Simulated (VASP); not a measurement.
# Al16Si in VASP: single point with PBE

Aim: the single point of Al16Si with PBE.

Everything below comes from runs of VASP 6.6.1. Logs are shortened: lines on timing, memory, paths and dates and some standing lists are left out, and cuts for length are marked.

**1. The cell of the first run**

The cell holds a slab with vacuum, 17 atoms: a = 8.100 Å, b = 5.728 Å, c = 17.296 Å, α = 90.00°, β = 90.00°, γ = 90.00°.

**2. Single point, PBE**

File INCAR:

```
SYSTEM = Al16Si
PREC = Accurate ; ENCUT = 520
EDIFF = 1E-7 ; ISMEAR = -1
SIGMA = 0.15 ; LREAL = Auto
LASPH = .TRUE. ; NELM = 60
ALGO = Normal ; ISIF = 2
LWAVE = .FALSE. ; LCHARG = .FALSE.
GGA = PE ; NBANDS = 40
```

File KPOINTS:

```
regular mesh
0
G
  2 3 1
  0 0 0
```

File POSCAR:

```
Al16Si
1.0
    8.1000000000      0.0000000000      0.0000000000
    0.0000000000      5.7275650000      0.0000000000
    0.0000000000      0.0000000000     17.2956740000
Al Si
16 1
Direct
    0.2500000000      0.2500000000      0.0578179000
    0.7500000000      0.2500000000      0.0578179000
    0.2500000000      0.7500000000      0.0578179000
    0.7500000000      0.7500000000      0.0578179000
   -0.0014938791      0.0021873552      0.1329641988
    0.5011343819      0.0019113174      0.1330927713
   -0.0015515249      0.4987853285      0.1330902991
    0.5009863770      0.4986052658      0.1329541159
    0.2495344823      0.2510658438      0.2096637045
    0.7492219549      0.2504441501      0.2227095022
    0.2491621744      0.7511617554      0.2087552413
    0.7495885705      0.7500739623      0.2245167667
    0.0142467244      0.0122715418      0.2936806927
    0.4838903910      0.0122568684      0.2939909816
    0.0145120943      0.4889468481      0.2941259242
    0.4834190933      0.4893816422      0.2937998345
    0.2484658718      0.7515375812      0.3552367409
```

Potentials or basis: VASP PAW PBE potentials, release 64 (Al, Si).

The run is started by

```bash
$ cat potpaw_PBE.64/Al/POTCAR potpaw_PBE.64/Si/POTCAR > POTCAR
$ mpirun -np 1 vasp_std > vasp.out
```

OUTCAR:

```text
SYSTEM = Al16Si
   PREC = Accurate
   ENCUT = 520
   EDIFF = 1E-7
   ISMEAR = -1
   LREAL = Auto
   LASPH = .TRUE.
   NELM = 60
   ISIF = 2
   GGA = PE

 ion  position               nearest neighbor table
   1  0.250  0.250  0.058-   9 2.63   8 2.80   6 2.80   5 2.80   7 2.81   3 2.86   3 2.86
   2  0.750  0.250  0.058-   5 2.78   7 2.79   6 2.79   8 2.79  10 2.85   4 2.86   4 2.86
   3  0.250  0.750  0.058-  11 2.61   8 2.81   6 2.81   7 2.81   5 2.82   1 2.86   1 2.86
   4  0.750  0.750  0.058-   7 2.80   5 2.80   8 2.80   6 2.80   2 2.86   2 2.86  12 2.88
   5  0.999  0.002  0.133-  13 2.78   2 2.78   4 2.80   1 2.80  11 2.81   3 2.82   9 2.82   7 2.84
                             7 2.88  10 2.92  12 2.94
   6  0.501  0.002  0.133-  14 2.79   2 2.79   4 2.80   1 2.80   3 2.81  11 2.82   9 2.82   8 2.84
                             8 2.88  10 2.91  12 2.94
   7  0.998  0.499  0.133-   2 2.79  15 2.79   4 2.80   1 2.81   9 2.81   3 2.81  11 2.82   5 2.84
                             5 2.88  10 2.92  12 2.94
   8  0.501  0.499  0.133-  16 2.79   2 2.79   4 2.80   1 2.80   3 2.81   9 2.81  11 2.82   6 2.84
                             6 2.88  10 2.91  12 2.94
   9  0.250  0.251  0.210-   1 2.63  16 2.75  14 2.76  15 2.76  13 2.76   7 2.81   8 2.81   5 2.82
                             6 2.82  11 2.86  11 2.86
  10  0.749  0.250  0.223-  13 2.82  14 2.83  15 2.83  16 2.83   2 2.85  12 2.86  12 2.87   6 2.91
                             8 2.91   7 2.92   5 2.92
  11  0.249  0.751  0.209-  17 2.53   3 2.61   5 2.81   7 2.82   6 2.82   8 2.82  16 2.83  13 2.83
                            14 2.83  15 2.84   9 2.86   9 2.86
  12  0.750  0.750  0.225-  10 2.86  10 2.87  13 2.88  15 2.88   4 2.88  16 2.88  14 2.89   6 2.94
                             7 2.94   8 2.94   5 2.94
  13  0.014  0.012  0.294-  17 2.64  15 2.73   9 2.76   5 2.78  10 2.82  11 2.83  12 2.88  15 3.00

  14  0.484  0.012  0.294-  17 2.64  16 2.73   9 2.76   6 2.79  10 2.83  11 2.83  12 2.89  16 2.99

  15  0.015  0.489  0.294-  17 2.64  13 2.73   9 2.76   7 2.79  10 2.83  11 2.84  12 2.88  13 3.00

  16  0.483  0.489  0.294-  17 2.65  14 2.73   9 2.75   8 2.79  11 2.83  10 2.83  12 2.88  14 2.99

  17  0.248  0.752  0.355-  11 2.53  13 2.64  15 2.64  14 2.64  16 2.65

  LATTYP: Found a simple orthorhombic cell.
 ALAT       =     5.7275650000
 B/A-ratio  =     1.4142135445
 C/A-ratio  =     3.0197254854

  Lattice vectors:

 A1 = (   0.0000000000,  -5.7275650000,   0.0000000000)
 A2 = (   8.1000000000,   0.0000000000,   0.0000000000)
 A3 = (   0.0000000000,   0.0000000000,  17.2956740000)

Analysis of symmetry for initial positions (statically):
=====================================================================
 Subroutine PRICEL returns:
 Original cell was already a primitive cell.

[... 139 lines left out ...]
   TEBEG  =    0.0;   TEEND  =   0.0 temperature during run
   PSTRESS=    0.0 pullay stress
   NELECT =      52.0000    total number of electrons
   NUPDOWN=      -1.0000    fix difference up-down
   EMIN   =  10.00;   EMAX   =-10.00  energy-range for DOS
   EFERMI =   0.00;   METHOD = LEGACY
   ISMEAR =    -1;   SIGMA  =   0.15  broadening in eV -4-tet -1-fermi 0-gaus
   EFERMI_NEDOS =   21; number of points for ismear=-14 and -15
   IALGO  =     38    algorithm
   IMIX   =      4    mixing-type and parameters
     AMIX     =   0.40;   BMIX     =  1.00
     AMIX_MAG =   1.60;   BMIX_MAG =  1.00
  volume/ion in A,a.u.               =      47.20       318.52
  Fermi-wavevector in a.u.,A,eV,Ry     =   0.657575  1.242636  5.883220  0.432404
  Thomas-Fermi vector in A             =   1.729125
   LORBIT       =      0    0 simple, 1 ext, 2 COOP (PROOUT), +10 PAW based schemes
   GGA     = PE    functional components
   LHFCALC =     F    Hartree Fock is set to
   AEXX    =    0.0000 exact exchange contribution
   IVDW    =     0    specifies the selected vdW correction
   LEPSILON=     F    determine dielectric tensor
   LRPA    =     F    only Hartree local field effects (RPA)
 non-spin polarized calculation
  energy-cutoff  :      520.00
  volume of cell :      802.40
 maximum number of plane-waves:     21632
   NGX = 31   NGY = 21   NGZ = 65

 number of electron      52.0000000 magnetization

 Free energy of the ion-electron system (eV)
  ---------------------------------------------------
  ext. energy  EPLUGINS =         0.00000000
  ---------------------------------------------------
  free energy    TOTEN  =       -60.07856073 eV

  energy without entropy =      -59.51283931  energy(sigma->0) =      -59.79570002

 E-fermi :   0.0432     XC(G=0):  -4.6787

 val. band max:        0.0197678559   @ k =   0.0000   0.0000   0.0000
 cond. band min:       0.0767255703   @ k =   0.0000   0.3333   0.0000
 fundamental gap:      0.0569577143
 Fermi energy:         0.0431979978

 k-point     1 :       0.0000    0.0000    0.0000
  band No.  band energies     occupation
      1     -10.3505      2.00000
      2      -8.7498      2.00000
      3      -7.9714      2.00000
      4      -7.8792      2.00000
      5      -6.6880      2.00000
      6      -5.8116      2.00000
[... 153 lines left out ...]
     37       2.5353      0.00000
     38       2.9118      0.00000
 [bands above 38 left out]

------------------------ aborting loop because EDIFF is reached ----------------------------------------

  FORCE on cell =-STRESS in cart. coord.  units (eV):
  Direction    XX          YY          ZZ          XY          YZ          ZX
  --------------------------------------------------------------------------------------
  -------------------------------------------------------------------------------------
  Total        0.5937949     -6.8130988     -0.0083433      0.0073623     -0.0351327      0.1021691
  in kB        1.1856446    -13.6038781     -0.0166593      0.0147004     -0.0701502      0.2040034
  external PRESSURE =      -4.1449643 kB  Pullay stress =       0.0000000 kB

 VOLUME and BASIS-vectors are now :
 -----------------------------------------------------------------------------
  energy-cutoff  :      520.00
  volume of cell :      802.40
      direct lattice vectors                 reciprocal lattice vectors
     8.100000000  0.000000000  0.000000000     0.123456790  0.000000000  0.000000000
     0.000000000  5.727565000  0.000000000     0.000000000  0.174594265  0.000000000
     0.000000000  0.000000000 17.295674000     0.000000000  0.000000000  0.057817926

 POSITION                                       TOTAL-FORCE (eV/Angst)
 -----------------------------------------------------------------------------------
      2.02500      1.43189      1.00000        -0.004538      0.004057     -0.216261
      6.07500      1.43189      1.00000        -0.004066      0.001632      0.181522
      2.02500      4.29567      1.00000        -0.004892      0.001115     -0.299084
      6.07500      4.29567      1.00000        -0.005048      0.003225      0.342804
      8.08790      0.01253      2.29971        -0.005636      0.000655     -0.010961
      4.05919      0.01095      2.30193         0.002915      0.001940     -0.004726
[... 9 lines left out ...]
      3.91569      2.80297      5.08147         0.013100     -0.000739      0.006288
      2.01257      4.30448      6.14406         0.012307     -0.005792      0.004611
 -----------------------------------------------------------------------------------
    total drift:                                0.002408      0.002289     -0.017075

  FREE ENERGIE OF THE ION-ELECTRON SYSTEM (eV)
  ---------------------------------------------------
  free  energy   TOTEN  =       -60.0785607297 eV

  energy  without entropy=      -59.5128393116  energy(sigma->0) =      -59.79570002
```

OSZICAR:

```text
N       E                     dE             d eps       ncg     rms          rms(c)
DAV:   1     0.175745960615E+03    0.17575E+03   -0.15494E+04   320   0.920E+02
DAV:   2    -0.509157786905E+02   -0.22666E+03   -0.21611E+03   440   0.154E+02
DAV:   3    -0.635386634070E+02   -0.12623E+02   -0.12352E+02   408   0.356E+01
[... 18 lines left out ...]
DAV:  22    -0.600785597659E+02   -0.81617E-06   -0.72814E-08   328   0.602E-04    0.132E-04
DAV:  23    -0.600785603554E+02   -0.58956E-06   -0.42967E-08   296   0.457E-04    0.645E-05
DAV:  24    -0.600785605838E+02   -0.22838E-06   -0.15411E-08   288   0.301E-04    0.397E-05
DAV:  25    -0.600785607192E+02   -0.13536E-06   -0.10043E-08   280   0.234E-04    0.285E-05
DAV:  26    -0.600785607297E+02   -0.10522E-07   -0.12745E-09   256   0.141E-04
   1 F= -.60078561E+02 E0= -.59795700E+02  d E =-.565721E+00
```

It took 3.9 min on 1 thread of Intel Xeon Platinum 8375C at 2.90GHz (Ice Lake), shared host; peak memory 0.76 GiB.

Results:

```
Free energy   : -60.0786 eV
Largest force : 0.343 eV/Å
```

Forces on the atoms (eV/Å):
```
Al  -0.005  0.004 -0.216
Al  -0.004  0.002  0.182
Al  -0.005  0.001 -0.299
Al  -0.005  0.003  0.343
Al  -0.006  0.001 -0.011
Al   0.003  0.002 -0.005
Al  -0.004 -0.004 -0.009
Al   0.004  0.000 -0.002
Al  -0.007 -0.005 -0.001
Al   0.000  0.000  0.009
Al   0.006 -0.006  0.002
Al  -0.010  0.003  0.011
Al   0.001  0.008  0.005
Al   0.006  0.002 -0.005
Al   0.001 -0.005 -0.014
Al   0.013 -0.001  0.006
Si   0.012 -0.006  0.005
```

Levels at points of the mesh, in eV from the Fermi level:
| k point | band 22 | band 23 | band 24 | band 25 | band 26 | band 27 | band 28 | band 29 | band 30 | band 31 |
| --- | --- | --- | --- | --- | --- | --- | --- | --- | --- | --- |
| (0.00, 0.00, 0.00) | -1.23 | -0.87 | -0.79 | -0.69 | -0.38 | -0.02 | 0.12 | 1.00 | 1.03 | 1.55 |
| (0.50, 0.00, 0.00) | -1.01 | -0.93 | -0.92 | -0.65 | -0.50 | 0.05 | 0.29 | 0.44 | 0.78 | 1.14 |

Caveat: the k points lie up to 0.39 Å⁻¹ apart.
